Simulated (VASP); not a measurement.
# Ag (Fm-3m) in VASP: density of states with PBE

Aim: the density of states of Ag with PBE.

Everything below comes from runs of VASP 6.6.1. Logs are shortened: lines on timing, memory, paths and dates and some standing lists are left out, and cuts for length are marked.

### 1 The cell of the first run

Symmetry: Fm-3m, No. 225, cubic system. Conventional cell: a = 4.148 Å, b = 4.148 Å, c = 4.148 Å, α = 90.00°, β = 90.00°, γ = 90.00°. Ag (site symmetry m-3m) has 12 Ag at 2.93 Å within 3.9 Å.

### 2 Density of states, PBE

The input, POSCAR:

```
Ag
1.0
    0.0000000000      2.0738008241      2.0738008241
    2.0738008241      0.0000000000      2.0738008241
    2.0738008241      2.0738008241      0.0000000000
Ag
1
Direct
    0.5000000000      0.5000000000      0.5000000000
```

The input, INCAR.step1:

```
SYSTEM = Ag
  ALGO = Normal
  EDIFF = 1E-7
  ENCUT = 520
  GGA = PE
  ISIF = 2
  ISMEAR = 0
  LASPH = .TRUE.
  LCHARG = .TRUE.
  LMAXMIX = 4
  LREAL = .FALSE.
  LWAVE = .FALSE.
  NBANDS = 12
  NELM = 100
  PREC = Accurate
  SIGMA = 0.1
```

The input, KPOINTS.step1:

```
k-points
0
G
  22 22 22
  0 0 0
```

The input, INCAR.step2:

```
SYSTEM = Ag
  ALGO = Normal
  EDIFF = 1E-7
  ENCUT = 520
  GGA = PE
  ICHARG = 11
  ISIF = 2
  ISMEAR = -5
  LASPH = .TRUE.
  LCHARG = .FALSE.
  LMAXMIX = 4
  LORBIT = 11
  LREAL = .FALSE.
  LWAVE = .FALSE.
  NEDOS = 2001
  NELM = 100
  PREC = Accurate
  SIGMA = 0.1
```

The input, KPOINTS.step2:

```
k-points
0
G
  33 33 33
  0 0 0
```

Potentials or basis: VASP PAW PBE potentials, release 64 (Ag).

Launch:

```bash
> cat potpaw_PBE.64/Ag/POTCAR > POTCAR
> cp INCAR.step1 INCAR
> cp KPOINTS.step1 KPOINTS
> mpirun -np 1 vasp_std > vasp.out
> cp INCAR.step2 INCAR
> cp KPOINTS.step2 KPOINTS
> mpirun -np 1 vasp_std > vasp.out
```

OUTCAR:

```text
SYSTEM = Ag
   EDIFF = 1E-7
   ENCUT = 520
   GGA = PE
   ICHARG = 11
   ISIF = 2
   ISMEAR = -5
   LASPH = .TRUE.
   LORBIT = 11
   LREAL = .FALSE.
   NELM = 100
   PREC = Accurate

 ion  position               nearest neighbor table
   1  0.500  0.500  0.500-

  LATTYP: Found a face centered cubic cell.
 ALAT       =     4.1476016482

  Lattice vectors:

 A1 = (   0.0000000000,   2.0738008241,   2.0738008241)
 A2 = (   2.0738008241,   0.0000000000,   2.0738008241)
 A3 = (   2.0738008241,   2.0738008241,   0.0000000000)

Analysis of symmetry for initial positions (statically):
=====================================================================
 Subroutine PRICEL returns:
 Original cell was already a primitive cell.

 Routine SETGRP: Setting up the symmetry group for a
 face centered cubic supercell.

 Subroutine GETGRP returns: Found 48 space group operations
 (whereof 48 operations were pure point group operations)
 out of a pool of 48 trial point group operations.

The static configuration has the point symmetry O_h .

Analysis of symmetry for dynamics (positions and initial velocities):
=====================================================================
 Subroutine PRICEL returns:
 Original cell was already a primitive cell.

 Routine SETGRP: Setting up the symmetry group for a
 face centered cubic supercell.

 Subroutine GETGRP returns: Found 48 space group operations
 (whereof 48 operations were pure point group operations)
 out of a pool of 48 trial point group operations.

The dynamic configuration has the point symmetry O_h .

 Subroutine INISYM returns: Found 48 space group operations
 (whereof 48 operations are pure point group operations),
 and found     1 'primitive' translations

----------------------------------------------------------------------------------------

                                     Primitive cell

  volume of cell :      17.8374

  direct lattice vectors                    reciprocal lattice vectors
     0.000000000  2.073800824  2.073800824    -0.241103193  0.241103193  0.241103193
     2.073800824  0.000000000  2.073800824     0.241103193 -0.241103193  0.241103193
     2.073800824  2.073800824  0.000000000     0.241103193  0.241103193 -0.241103193

  length of vectors
     2.932797251  2.932797251  2.932797251     0.417602980  0.417602980  0.417602980

  position of ions in fractional coordinates (direct lattice)
     0.500000000  0.500000000  0.500000000

  ion indices of the primitive-cell ions
   primitive index   ion index
                 1           1

----------------------------------------------------------------------------------------

 KPOINTS: k-points

Automatic generation of k-mesh.
 Grid dimensions read from file:
 generate k-points for:   33   33   33

 Generating k-lattice:

  Cartesian coordinates                     Fractional coordinates (reciprocal lattice)
    -0.007306157  0.007306157  0.007306157     0.030303030  0.000000000  0.000000000
     0.007306157 -0.007306157  0.007306157     0.000000000  0.030303030  0.000000000
     0.007306157  0.007306157 -0.007306157     0.000000000  0.000000000  0.030303030

  Length of vectors
     0.012654636  0.012654636  0.012654636

  Shift w.r.t. Gamma in fractional coordinates (k-lattice)
     0.000000000  0.000000000  0.000000000

 TETIRR: Found   4777 inequivalent tetrahedra from   215622

 Subroutine IBZKPT returns following result:
 ===========================================

 Found    969 irreducible k-points:

 Following reciprocal coordinates:
            Coordinates               Weight
  0.000000  0.000000  0.000000      1.000000
  0.030303  0.000000  0.000000      8.000000
  0.060606  0.000000  0.000000      8.000000
  0.090909  0.000000  0.000000      8.000000
  0.121212  0.000000  0.000000      8.000000
  0.151515  0.000000  0.000000      8.000000
[... 16 lines left out ...]
  0.181818  0.030303  0.000000     24.000000
  0.212121  0.030303  0.000000     24.000000
 [... further k-points ...]
   k-points           NKPTS =    969   k-points in BZ     NKDIM =    969   number of bands    NBANDS=      9
   number of dos      NEDOS =   2001   number of ions     NIONS =      1
   total plane-waves  NPLWV =  13824
   dimension x,y,z NGX =    24 NGY =   24 NGZ =   24
   dimension x,y,z NGXF=    48 NGYF=   48 NGZF=   48
   ions per type =               1
   NGX,Y,Z   is equivalent  to a cutoff of  13.60, 13.60, 13.60 a.u.
   NGXF,Y,Z  is equivalent  to a cutoff of  27.21, 27.21, 27.21 a.u.
 SYSTEM =  Ag
   PREC   = accura    normal or accurate (medium, high low for compatibility)
   ISTART =      0    job   : 0-new  1-cont  2-samecut
   ICHARG =     11    charge: 1-file 2-atom 10-const
   ISPIN  =      1    spin polarized calculation?
   LNONCOLLINEAR =      F non collinear calculations
   LSORBIT =      F    spin-orbit coupling
   LASPH  =      T    aspherical Exc in radial PAW
   ENCUT  =  520.0 eV  38.22 Ry    6.18 a.u.   5.45  5.45  5.45*2*pi/ulx,y,z
   NELM   =    100;   NELMIN=  2; NELMDL=  0     # of ELM steps
   EDIFF  = 0.1E-06   stopping-criterion for ELM
   LREAL  =      F    real-space projection
   EDIFFG = 0.1E-05   stopping-criterion for IOM
   NSW    =      0    number of steps for IOM
   IBRION =     -1    ionic relax: 0-MD 1-quasi-New 2-CG
   NFREE  =      0    steps in history (QN), initial steepest desc. (CG)
   ISIF   =      2    stress and relaxation
   ISYM   =      2    0-nonsym 1-usesym 2-fastsym
   POTIM  = 0.5000    time-step for ionic-motion
   TEBEG  =    0.0;   TEEND  =   0.0 temperature during run
   PSTRESS=    0.0 pullay stress
   NELECT =      11.0000    total number of electrons
   NUPDOWN=      -1.0000    fix difference up-down
   EMIN   =  10.00;   EMAX   =-10.00  energy-range for DOS
   EFERMI =   0.00;   METHOD = LEGACY
   ISMEAR =    -5;   SIGMA  =   0.10  broadening in eV -4-tet -1-fermi 0-gaus
   EFERMI_NEDOS =   21; number of points for ismear=-14 and -15
   IALGO  =     38    algorithm
   IMIX   =      4    mixing-type and parameters
     AMIX     =   0.40;   BMIX     =  1.00
     AMIX_MAG =   1.60;   BMIX_MAG =  1.00
  volume/ion in A,a.u.               =      17.84       120.37
  Fermi-wavevector in a.u.,A,eV,Ry     =   1.393463  2.633263 26.418954  1.941738
  Thomas-Fermi vector in A             =   2.517106
   LORBIT       =     11    0 simple, 1 ext, 2 COOP (PROOUT), +10 PAW based schemes
   GGA     = PE    functional components
   LHFCALC =     F    Hartree Fock is set to
   AEXX    =    0.0000 exact exchange contribution
   IVDW    =     0    specifies the selected vdW correction
   LEPSILON=     F    determine dielectric tensor
   LRPA    =     F    only Hartree local field effects (RPA)
 non-spin polarized calculation
 Fermi weights with tetrahedron method with Bloechl corrections
  energy-cutoff  :      520.00
  volume of cell :       17.84
 maximum number of plane-waves:       531
 NGX is ok and might be reduce to    24

 number of electron      11.0000000 magnetization

 Free energy of the ion-electron system (eV)
  ---------------------------------------------------
  ext. energy  EPLUGINS =         0.00000000
  ---------------------------------------------------
  free energy    TOTEN  =        -2.71780781 eV

  energy without entropy =       -2.71780781  energy(sigma->0) =       -2.71780781

 E-fermi :   7.8593     XC(G=0): -11.9423

 val. band max:        7.8524421673   @ k =  -0.4848   0.2424   0.1212
 cond. band min:       7.8582036347   @ k =   0.4848   0.2121   0.0303
 fundamental gap:      0.0057614675
 Fermi energy:         7.8593412020

 k-point     1 :       0.0000    0.0000    0.0000
  band No.  band energies     occupation
      1       0.3766      2.00000
      2       3.1706      2.00000
      3       3.1706      2.00000
      4       3.1706      2.00000
      5       4.1245      2.00000
      6       4.1245      2.00000
      7      23.7383      0.00000
      8      27.0496      0.00000
      9      27.0496      0.00000

 k-point     2 :       0.0303    0.0000    0.0000
  band No.  band energies     occupation
      1       0.4045      2.00000
      2       3.1643      2.00000
      3       3.1783      2.00000
      4       3.1783      2.00000
      5       4.1216      2.00000
      6       4.1216      2.00000
      7      23.7435      0.00000
      8      26.7671      0.00000
      9      27.0574      0.00000

 k-point     3 :       0.0606    0.0000    0.0000
  band No.  band energies     occupation
      1       0.4874      2.00000
      2       3.1466      2.00000
      3       3.2003      2.00000
      4       3.2003      2.00000
      5       4.1135      2.00000
      6       4.1135      2.00000
      7      23.7394      0.00000
      8      26.0789      0.00000
      9      27.0791      0.00000

 k-point     4 :       0.0909    0.0000    0.0000
  band No.  band energies     occupation
      1       0.6228      2.00000
      2       3.1211      2.00000
      3       3.2342      2.00000
      4       3.2342      2.00000
      5       4.1029      2.00000
      6       4.1029      2.00000
      7      23.6333      0.00000
      8      25.2953      0.00000
      9      27.1088      0.00000

 k-point     5 :       0.1212    0.0000    0.0000
  band No.  band energies     occupation
      1       0.8053      2.00000
      2       3.0949      2.00000
      3       3.2750      2.00000
      4       3.2750      2.00000
      5       4.0945      2.00000
      6       4.0945      2.00000
      7      23.1749      0.00000
      8      24.7646      0.00000
      9      27.1370      0.00000

 k-point     6 :       0.1515    0.0000    0.0000
  band No.  band energies     occupation
      1       1.0250      2.00000
      2       3.0800      2.00000
      3       3.3158      2.00000
      4       3.3158      2.00000
      5       4.0951      2.00000
      6       4.0951      2.00000
      7      22.2860      0.00000
      8      24.5916      0.00000
      9      27.1505      0.00000
[... 169 lines left out ...]
 k-point    21 :       0.1212    0.0303    0.0000
  band No.  band energies     occupation
      1       0.7636      2.00000
      2       3.0857      2.00000
      3       3.2710      2.00000
      4       3.2763      2.00000
      5       4.0553      2.00000
      6       4.1342      2.00000
      7      23.4053      0.00000
      8      24.8570      0.00000
      9      26.6804      0.00000

 k-point    22 :       0.1515    0.0303    0.0000
  band No.  band energies     occupation
      1       0.9719      2.00000
      2       3.0629      2.00000
      3       3.3140      2.00000
      4       3.3179      2.00000
      5       4.0442      2.00000
      6       4.1407      2.00000
      7      22.6373      0.00000
      8      24.5804      0.00000
      9      26.5938      0.00000

 k-point    23 :       0.1818    0.0303    0.0000
  band No.  band energies     occupation
      1       1.2068      2.00000
      2       3.0617      2.00000
      3       3.3519      2.00000
      4       3.3531      2.00000
      5       4.0506      2.00000
      6       4.1608      2.00000
      7      21.5994      0.00000
      8      24.4989      0.00000
      9      26.4929      0.00000

 k-point    24 :       0.2121    0.0303    0.0000
  band No.  band energies     occupation
      1       1.4423      2.00000
      2       3.1081      2.00000
      3       3.3742      2.00000
      4       3.3756      2.00000
      5       4.0849      2.00000
      6       4.2008      2.00000
      7      20.4725      0.00000
      8      24.4262      0.00000
      9      26.3691      0.00000

 [... further k-points ...]
[... 5 lines left out ...]
  --------------------------------------------------------------------------------------
  -------------------------------------------------------------------------------------
  Total       -0.0221098     -0.0221098     -0.0221098     -0.0000000     -0.0000000     -0.0000000
  in kB       -1.9859345     -1.9859345     -1.9859345     -0.0000000     -0.0000000     -0.0000000
  external PRESSURE =      -1.9859345 kB  Pullay stress =       0.0000000 kB

 VOLUME and BASIS-vectors are now :
 -----------------------------------------------------------------------------
  energy-cutoff  :      520.00
  volume of cell :       17.84
      direct lattice vectors                 reciprocal lattice vectors
     0.000000000  2.073800824  2.073800824    -0.241103193  0.241103193  0.241103193
     2.073800824  0.000000000  2.073800824     0.241103193 -0.241103193  0.241103193
     2.073800824  2.073800824  0.000000000     0.241103193  0.241103193 -0.241103193

 POSITION                                       TOTAL-FORCE (eV/Angst)
 -----------------------------------------------------------------------------------
      2.07380      2.07380      2.07380         0.000000      0.000000      0.000000
 -----------------------------------------------------------------------------------
    total drift:                               -0.000000     -0.000000      0.000000

  FREE ENERGIE OF THE ION-ELECTRON SYSTEM (eV)
  ---------------------------------------------------
  free  energy   TOTEN  =        -2.7178078076 eV

  energy  without entropy=       -2.7178078076  energy(sigma->0) =       -2.71780781

 total charge

# of ion       s       p       d       tot
------------------------------------------
    1        0.407   0.272   9.157   9.836
```

Run time: 42 s. Hardware: 1 thread of Intel Xeon 6975P-C (Granite Rapids), shared host; peak memory 0.29 GiB.

What came out:

```
Valence electrons inside the program's atomic spheres : Ag 9.84
```

Caveat: tetrahedron occupations give inexact forces and stress in metals.
